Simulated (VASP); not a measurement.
# NaBe4 (Pm-3m) in VASP: notebook, part 2 of 2

VASP 6.6.1. The steps go on from the part before.

## Step 4: Relaxation of cell and atoms, PBE

INCAR

```
SYSTEM = NaBe4
  ALGO = Normal
  EDIFF = 1E-6
  EDIFFG = -0.04
  ENCUT = 600
  GGA = PE
  IBRION = 2
  ISIF = 3
  ISMEAR = 0
  LASPH = .True.
  LCHARG = .False.
  LREAL = .False.
  LWAVE = .False.
  NELM = 80
  NSW = 90
  PREC = Accurate
  SIGMA = 0.1
```

KPOINTS

```
k-points
0
Gamma
  4 4 4
  0 0 0
```

POSCAR

```
NaBe4
1.0
    3.8019986800      0.0000000000      0.0000000000
    0.0000000000      3.8019986800      0.0000000000
    0.0000000000      0.0000000000      3.8019986800
Na Be
1 4
Direct
    0.5000000000      0.5000000000      0.5000000000
    0.5000000000      0.0000000000      0.0000000000
    0.0000000000      0.5000000000      0.0000000000
    0.0000000000      0.0000000000      0.5000000000
    0.0000000000      0.0000000000      0.0000000000
```

Potentials or basis: VASP PAW PBE potentials, release 64 (Na_pv, Be).

The run is started by

```sh
cat potpaw_PBE.64/Na_pv/POTCAR potpaw_PBE.64/Be/POTCAR > POTCAR
mpirun -np 1 vasp_std > vasp.out
```

OUTCAR:

```text
SYSTEM = NaBe4
   EDIFF = 1E-6
   EDIFFG = -0.04
   ENCUT = 600
   GGA = PE
   IBRION = 2
   ISIF = 3
   ISMEAR = 0
   LASPH = .True.
   LREAL = .False.
   NELM = 80
   NSW = 90
   PREC = Accurate

 ion  position               nearest neighbor table
   1  0.500  0.500  0.500-
   2  0.500  0.000  0.000-   5 1.90   5 1.90
   3  0.000  0.500  0.000-   5 1.90   5 1.90
   4  0.000  0.000  0.500-   5 1.90   5 1.90
   5  0.000  0.000  0.000-   2 1.90   3 1.90   4 1.90   4 1.90   3 1.90   2 1.90

  LATTYP: Found a simple cubic cell.
 ALAT       =     3.8019986800

  Lattice vectors:
[... 177 lines left out ...]
  --------------------------------------------------------------------------------------
  -------------------------------------------------------------------------------------
  Total        3.4731433      3.4731433      3.4731433     -0.0000000     -0.0000000      0.0000000
  in kB      101.2505529    101.2505529    101.2505529     -0.0000000     -0.0000000      0.0000000
  external PRESSURE =     101.2505529 kB  Pullay stress =       0.0000000 kB
[... 65 lines left out ...]
--------------------------------------- Ionic step        3  -------------------------------------------

 number of electron      14.9999994 magnetization

 Free energy of the ion-electron system (eV)
  ---------------------------------------------------
  ext. energy  EPLUGINS =         0.00000000
  ---------------------------------------------------
  free energy    TOTEN  =       -13.41754387 eV

  energy without entropy =      -13.40726541  energy(sigma->0) =      -13.41240464

 E-fermi :   3.0817     XC(G=0):  -9.1942

 val. band max:        2.9877251226   @ k =   0.5000   0.2500   0.0000
 cond. band min:       3.1160190111   @ k =   0.5000   0.5000   0.0000
 fundamental gap:      0.1282938885
 Fermi energy:         3.0816938402

 k-point     1 :       0.0000    0.0000    0.0000
  band No.  band energies     occupation
      1     -20.2898      2.00000
      2     -20.2898      2.00000
      3     -20.2898      2.00000
      4      -4.5927      2.00000
      5       1.2708      2.00000
      6       1.2708      2.00000
      7       1.2708      2.00000
      8       5.0236      0.00000
      9       5.0236      0.00000
     10       7.1002      0.00000
     11       9.3873      0.00000
[... 156 lines left out ...]
  FREE ENERGIE OF THE ION-ELECTRON SYSTEM (eV)
  ---------------------------------------------------
  free  energy   TOTEN  =       -13.4175438718 eV

  energy  without entropy=      -13.4072654067  energy(sigma->0) =      -13.41240464

 reached required accuracy - stopping structural energy minimisation
```

CONTCAR:

```text
NaBe4
   1.00000000000000
     3.9727930195339844   -0.0000000000000000    0.0000000000000000
    -0.0000000000000000    3.9727930195339840    0.0000000000000000
    -0.0000000000000000   -0.0000000000000000    3.9727930195339844
  Na              Be
     1     4
Direct
     0.5000000000000000    0.5000000000000000    0.5000000000000000
     0.5000000000000000    0.0000000000000000    0.0000000000000000
     0.0000000000000000    0.5000000000000000    0.0000000000000000
     0.0000000000000000    0.0000000000000000    0.5000000000000000
     0.0000000000000000    0.0000000000000000    0.0000000000000000

  0.00000000E+00  0.00000000E+00  0.00000000E+00
  0.00000000E+00  0.00000000E+00  0.00000000E+00
  0.00000000E+00  0.00000000E+00  0.00000000E+00
  0.00000000E+00  0.00000000E+00  0.00000000E+00
  0.00000000E+00  0.00000000E+00  0.00000000E+00
```

Wall time 24 s (1 thread of Intel Xeon Platinum 8259CL at 2.50GHz (Skylake/Cascade Lake), shared host); peak memory 0.16 GiB.

What came out:

| Property | Result |
| --- | --- |
| Free energy | -13.4175 eV |
| Relaxed volume | 12.54 Å³/atom |
| Relaxed cell | a = 3.973 Å, b = 3.973 Å, c = 3.973 Å, α = 90.00°, β = 90.00°, γ = 90.00° |
| Space group after relaxing (to 0.05 Å) | Pm-3m (No. 221) |
| Energy gained by relaxing | 44.8 meV/atom |
| Ionic steps | 3 |
| Pressure after relaxing | 0.1 GPa |

The path:
| step | energy change (eV) | largest force (eV/Å) | pressure (GPa) | volume (Å³) |
| --- | --- | --- | --- | --- |
| 1 | 0.0000 | 0.0000 | 10.13 | 54.96 |
| 2 | -0.2097 | 0.0000 | 2.08 | 60.67 |
| 3 | -0.2238 | 0.0000 | 0.07 | 62.70 |

Final structure:
```yaml
crystal:
  lattice:
    - [3.97279, 0.00000, 0.00000]
    - [0.00000, 3.97279, 0.00000]
    - [0.00000, 0.00000, 3.97279]
  atoms:
    - { symbol: Na, position: [0.50000, 0.50000, 0.50000] }
    - { symbol: Be, position: [0.50000, 0.00000, 0.00000] }
    - { symbol: Be, position: [0.00000, 0.50000, 0.00000] }
    - { symbol: Be, position: [0.00000, 0.00000, 0.50000] }
    - { symbol: Be, position: [0.00000, 0.00000, 0.00000] }
```

Caveat: the k points lie up to 0.40 Å⁻¹ apart in the final cell.

## Step 5: Overview

| task | cell | cutoff (eV) | gap on the mesh (eV) | pressure (GPa) |
| --- | --- | --- | --- | --- |
| single point | a = 3.802 Å, 5 atoms | 520 | none | 10.1 |
| single point | a = 3.972 Å, 5 atoms | 520 | none | 0.1 |
| relaxation of cell and atoms | relaxed from a = 3.802 Å, 5 atoms | 600 | none | 0.1 |

Alike in all rows: level PBE; potentials or basis VASP PAW PBE potentials, release 64 (Na_pv, Be); no spin polarisation; k mesh 4 × 4 × 4; smearing gaussian 0.1 eV.

Caveats: all runs use coarse meshes.

Total energies depend on the potentials used, so only differences within one code and one set of settings carry meaning.
